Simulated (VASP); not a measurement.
# Si16H7O in VASP: a series of runs

The runs below take Si16H7O through single point, with PBEsol.

Everything below comes from runs of VASP 6.6.1. Logs are shortened: lines on timing, memory, paths and dates and some standing lists are left out, and cuts for length are marked.

**1. The cell of the first run**

The cell holds a slab with vacuum, 24 atoms: a = 7.679 Å, b = 7.679 Å, c = 17.869 Å, α = 90.00°, β = 90.00°, γ = 60.00°.

**2. Single point, PBEsol, collinear spin, ferromagnetic start**

File INCAR:

```
PREC = Accurate
ENCUT = 520
EDIFF = 1E-6
ISMEAR = -1
SIGMA = 0.02
LREAL = Auto
LASPH = True
NELM = 150
ALGO = Normal
ISIF = 2
LWAVE = False
LCHARG = False
ISPIN = 2
MAGMOM = 0 0 0 0 0 0 0 0 0 0 0 0 0 0 0 0 0 0 0 0 0 0 0 1
LORBIT = 11
GGA = PS
NBANDS = 60
```

File KPOINTS:

```
regular mesh
0
Gamma
  2 2 1
```

File POSCAR:

```
Si16H7O
1.0
    7.6791800000      0.0000000000      0.0000000000
    3.8395900000      6.6503650000      0.0000000000
    0.0000000000      0.0000000000     17.8687650000
H Si O
7 16 1
Direct
    0.1666668792      0.1666675438      0.0559635767
    0.6666681814      0.1666675438      0.0559635767
    0.1666662146      0.6666701752      0.0559635767
    0.6666675168      0.6666701752      0.0559635767
    0.5043612731     -0.0230964767      0.4435281341
    0.0175609745      0.4332093051      0.4371259010
    0.5957614835      0.5665553695      0.4506019302
    0.1666668792      0.1666675438      0.1399089417
    0.6666681814      0.1666675438      0.1399089417
    0.1666662146      0.6666701752      0.1399089417
    0.6666675168      0.6666701752      0.1399089417
   -0.1668148354      0.3239671807      0.1710079012
    0.3217784176      0.3458456791      0.1780313301
   -0.1667976223      0.8433371702      0.1830848411
    0.3285528685      0.8281049236      0.1807119854
   -0.1765431417      0.3353500146      0.3068762726
    0.3245767160      0.3105844566      0.3186845873
   -0.1539159594      0.8130681549      0.3159255830
    0.3299167203      0.8429311775      0.3069770071
    0.0021411873     -0.0014435298      0.3508916257
    0.5152996517     -0.0223145647      0.3568685357
   -0.0115076509      0.4711621091      0.3569356920
    0.5132909814      0.5496540415      0.3735288925
    0.3961837903      0.4111202919      0.3827964608
```

Potentials or basis: VASP PAW PBE potentials, release 64 (H, Si, O).

On the command line:

```
> cat potpaw_PBE.64/H/POTCAR potpaw_PBE.64/Si/POTCAR potpaw_PBE.64/O/POTCAR > POTCAR
> mpirun -np 1 vasp_std > vasp.out
```

OUTCAR:

```text
PREC = Accurate
   ENCUT = 520
   EDIFF = 1E-6
   ISMEAR = -1
   LREAL = Auto
   LASPH = True
   NELM = 150
   ISIF = 2
   ISPIN = 2
   LORBIT = 11
   GGA = PS

 ion  position               nearest neighbor table
   1  0.167  0.167  0.056-   8 1.50
   2  0.667  0.167  0.056-   9 1.50
   3  0.167  0.667  0.056-  10 1.50
   4  0.667  0.667  0.056-  11 1.50
   5  0.504  0.977  0.444-  21 1.55
   6  0.018  0.433  0.437-  22 1.46
   7  0.596  0.567  0.451-  23 1.55
   8  0.167  0.167  0.140-   1 1.50  12 2.29  13 2.33  15 2.37
   9  0.667  0.167  0.140-   2 1.50  12 2.22  14 2.28  13 2.39
  10  0.167  0.667  0.140-   3 1.50  13 2.24  15 2.27  14 2.35
  11  0.667  0.667  0.140-   4 1.50  12 2.35  15 2.36  14 2.41
  12  0.833  0.324  0.171-   9 2.22   8 2.29  11 2.35  16 2.43
  13  0.322  0.346  0.178-  10 2.24   8 2.33   9 2.39  17 2.53
  14  0.833  0.843  0.183-   9 2.28  10 2.35  18 2.38  11 2.41
  15  0.329  0.828  0.181-  19 2.26  10 2.27  11 2.36   8 2.37
  16  0.823  0.335  0.307-  22 2.19  20 2.38  23 2.42  12 2.43
  17  0.325  0.311  0.319-  24 1.62  21 2.32  22 2.34  13 2.53  23 3.02
  18  0.846  0.813  0.316-  21 2.32  20 2.36  14 2.38  22 2.40
  19  0.330  0.843  0.307-  15 2.26  23 2.30  21 2.32  20 2.32
  20  0.002  0.999  0.351-  19 2.32  18 2.36  16 2.38
  21  0.515  0.978  0.357-   5 1.55  19 2.32  18 2.32  17 2.32
  22  0.988  0.471  0.357-   6 1.46  16 2.19  17 2.34  18 2.40
  23  0.513  0.550  0.374-   7 1.55  24 1.71  19 2.30  16 2.42  17 3.02
  24  0.396  0.411  0.383-  17 1.62  23 1.71

  LATTYP: Found a hexagonal cell.
 ALAT       =     7.6791800344
 C/A-ratio  =     2.3269105451

  Lattice vectors:

 A1 = (  -3.8395900000,  -6.6503650000,   0.0000000000)
 A2 = (   7.6791800000,   0.0000000000,   0.0000000000)
 A3 = (   0.0000000000,   0.0000000000,  17.8687650000)

Analysis of symmetry for initial positions (statically):
=====================================================================
 Subroutine PRICEL returns:
 Original cell was already a primitive cell.

 Routine SETGRP: Setting up the symmetry group for a
 hexagonal supercell.

 Subroutine GETGRP returns: Found  1 space group operations
 (whereof  1 operations were pure point group operations)
 out of a pool of 24 trial point group operations.

The static configuration has the point symmetry C_1 .

Analysis of symmetry for dynamics (positions and initial velocities):
=====================================================================
 Subroutine PRICEL returns:
 Original cell was already a primitive cell.

 Routine SETGRP: Setting up the symmetry group for a
 hexagonal supercell.

 Subroutine GETGRP returns: Found  1 space group operations
 (whereof  1 operations were pure point group operations)
[... 183 lines left out ...]
  free energy    TOTEN  =      -119.05075637 eV

  energy without entropy =     -119.05072182  energy(sigma->0) =     -119.05073910

 E-fermi :  -0.6076     XC(G=0):  -4.4262

 val. band max:       -0.7727110072   @ k =   0.5000   0.5000   0.0000
 cond. band min:      -0.4498566827   @ k =   0.0000   0.0000   0.0000
 fundamental gap:      0.3228543245
 Fermi energy:        -0.6075851005

 spin component 1

 k-point     1 :       0.0000    0.0000    0.0000
  band No.  band energies     occupation
      1     -20.9350      1.00000
      2     -12.3841      1.00000
      3     -11.2514      1.00000
      4     -10.7756      1.00000
      5     -10.4155      1.00000
      6     -10.1293      1.00000
[... 201 lines left out ...]
     49       2.4694      0.00000
     50       2.6791      0.00000
 Fermi energy:        -0.6075851005

 spin component 2

 k-point     1 :       0.0000    0.0000    0.0000
  band No.  band energies     occupation
      1     -20.9334      1.00000
      2     -12.3438      1.00000
      3     -11.2027      1.00000
      4     -10.7671      1.00000
      5     -10.3869      1.00000
      6     -10.0998      1.00000
[... 201 lines left out ...]
     49       2.5051      0.00000
     50       2.7475      0.00000
 [bands above 50 left out]

------------------------ aborting loop because EDIFF is reached ----------------------------------------

  FORCE on cell =-STRESS in cart. coord.  units (eV):
  Direction    XX          YY          ZZ          XY          YZ          ZX
  --------------------------------------------------------------------------------------
  -------------------------------------------------------------------------------------
  Total        9.9395217      6.1280902     -1.2633447      3.3794553      2.1359569      2.0292472
  in kB       17.4510356     10.7592219     -2.2180820      5.9333835      3.7501462      3.5627937
  external PRESSURE =       8.6640585 kB  Pullay stress =       0.0000000 kB

 VOLUME and BASIS-vectors are now :
 -----------------------------------------------------------------------------
  energy-cutoff  :      520.00
  volume of cell :      912.55
      direct lattice vectors                 reciprocal lattice vectors
     7.679180000  0.000000000  0.000000000     0.130222237 -0.075183843  0.000000000
     3.839590000  6.650365000  0.000000000     0.000000000  0.150367687  0.000000000
     0.000000000  0.000000000 17.868765000     0.000000000  0.000000000  0.055963577

 POSITION                                       TOTAL-FORCE (eV/Angst)
 -----------------------------------------------------------------------------------
      1.91980      1.10840      1.00000         0.086352     -0.084607     -0.180410
      5.75940      1.10840      1.00000        -0.046469     -0.209666     -0.187879
      3.83960      4.43360      1.00000         0.001011      0.073896     -0.144637
      7.67920      4.43360      1.00000         0.005466      0.150874     -0.194504
      7.62399      6.49676      7.92530        -0.021522     -0.017597     -0.674995
      1.79820      2.88100      7.81090        -0.129818      0.173192      0.902311
[... 16 lines left out ...]
      6.05210      3.65540      6.67450        -0.298771     -1.717089     -0.155587
      4.62090      2.73410      6.84010         2.015983      1.664286      0.862312
 -----------------------------------------------------------------------------------
    total drift:                                0.003683      0.007194      0.001951

  FREE ENERGIE OF THE ION-ELECTRON SYSTEM (eV)
  ---------------------------------------------------
  free  energy   TOTEN  =      -119.0507563733 eV

  energy  without entropy=     -119.0507218187  energy(sigma->0) =     -119.05073910

 total charge

# of ion       s       p       d       tot
------------------------------------------
    1        0.550   0.013   0.000   0.563
    2        0.550   0.013   0.000   0.563
    3        0.548   0.013   0.000   0.562
    4        0.550   0.014   0.000   0.563
    5        0.525   0.011   0.000   0.537
    6        0.564   0.015   0.000   0.580
[... 16 lines left out ...]
   23        0.730   0.906   0.000   1.636
   24        1.563   3.583   0.000   5.146
--------------------------------------------------
tot         17.289  19.127   0.000  36.416

 magnetization (x)

# of ion       s       p       d       tot
------------------------------------------
    1        0.001   0.000   0.000   0.001
    2        0.002  -0.000   0.000   0.002
    3        0.001  -0.000   0.000   0.001
    4        0.007   0.000   0.000   0.007
    5       -0.000   0.000   0.000  -0.000
    6       -0.000   0.000   0.000  -0.000
[... 16 lines left out ...]
   23        0.001   0.000   0.000   0.001
   24        0.000   0.001   0.000   0.001
--------------------------------------------------
tot          0.059   0.272   0.000   0.332
```

OSZICAR:

```text
N       E                     dE             d eps       ncg     rms          rms(c)
DAV:   1     0.374583765320E+03    0.37458E+03   -0.25468E+04   960   0.951E+02
DAV:   2    -0.704570624446E+02   -0.44504E+03   -0.42456E+03  1284   0.182E+02
[... 18 lines left out ...]
DAV:  21    -0.119050511348E+03   -0.13769E-03   -0.58474E-06  1248   0.106E-02    0.346E-03
DAV:  22    -0.119050682176E+03   -0.17083E-03   -0.14475E-05  1108   0.962E-03    0.409E-03
DAV:  23    -0.119050730798E+03   -0.48622E-04   -0.25343E-06  1116   0.581E-03    0.160E-03
DAV:  24    -0.119050745718E+03   -0.14920E-04   -0.15019E-06  1040   0.373E-03    0.890E-04
DAV:  25    -0.119050752132E+03   -0.64148E-05   -0.19050E-07   888   0.126E-03    0.610E-04
DAV:  26    -0.119050755892E+03   -0.37592E-05   -0.18341E-07   848   0.105E-03    0.188E-04
DAV:  27    -0.119050756373E+03   -0.48166E-06   -0.25606E-08   864   0.419E-04
   1 F= -.11905076E+03 E0= -.11905074E+03  d E =-.345546E-04  mag=     1.0000
```

stdout:

```text
POSCAR found type information on POSCAR H SiO
 POSCAR found :  3 types and      24 ions
 scaLAPACK will be used
 -----------------------------------------------------------------------------
|                                                                             |
|                                                                             |
|     You enforced a specific xc type in the INCAR file but a different       |
|     I HOPE YOU KNOW WHAT YOU ARE DOING!                                     |
|                                                                             |
 -----------------------------------------------------------------------------

 LDA part: xc-table for (Slater+PW92), standard interpolation
 POSCAR, INCAR and KPOINTS ok, starting setup
 FFT: planning ... GRIDC
 FFT: planning ... GRID_SOFT
 FFT: planning ... GRID
 WAVECAR not read
 entering main loop
```

It took 22 min on 1 thread of Intel Xeon Platinum 8488C (Sapphire Rapids), shared host; peak memory 1.4 GiB.

What came out:

```
Free energy                                           : -119.0508 eV
Largest force                                         : 2.753 eV/Å
Band gap on the k mesh                                : 0.32 eV (least direct gap 0.52 eV)
Net moment                                            : 1.00 μB per cell
Site moments                                          : H +0.00, +0.01, -0.00 (each value once); Si -0.00, +0.03, +0.02, +0.00, +0.23 (each value once); O +0.00 μB
Valence electrons inside the program's atomic spheres : H 0.56, 0.54, 0.58 (each value once); Si 1.72, 1.75, 1.70, 1.73, 1.69, 1.67, 1.68, 1.65, 1.77, 1.64 (each value once); O 5.15
```

Forces in eV/Å, atoms in the order of the input:
```
H    0.086 -0.085 -0.180
H   -0.046 -0.210 -0.188
H    0.001  0.074 -0.145
H    0.005  0.151 -0.195
H   -0.022 -0.018 -0.675
H   -0.130  0.173  0.902
H   -0.508  0.153 -0.543
Si   0.057 -0.453 -0.224
Si  -1.283  0.327 -0.498
Si  -0.670  0.768 -0.497
Si   0.181  0.141 -0.038
Si   0.679  1.195  1.603
Si   0.750 -1.314  1.698
Si  -0.537 -1.198  0.325
Si   1.058  0.270 -0.585
Si  -1.677 -0.611 -0.628
Si  -0.920 -0.469 -1.250
Si   0.253 -0.115  0.120
Si  -0.217 -0.063  1.028
Si  -0.356  0.319 -0.141
Si  -0.066  0.400  0.292
Si   1.646  0.617 -0.887
Si  -0.299 -1.717 -0.156
O    2.016  1.664  0.862
```

Caveat: the k points lie up to 0.47 Å⁻¹ apart; the atoms stand as in a frame of molecular dynamics; the PAW data sets were made with another functional, which shifts forces and pressure a little.

[end of part 1 of 3]
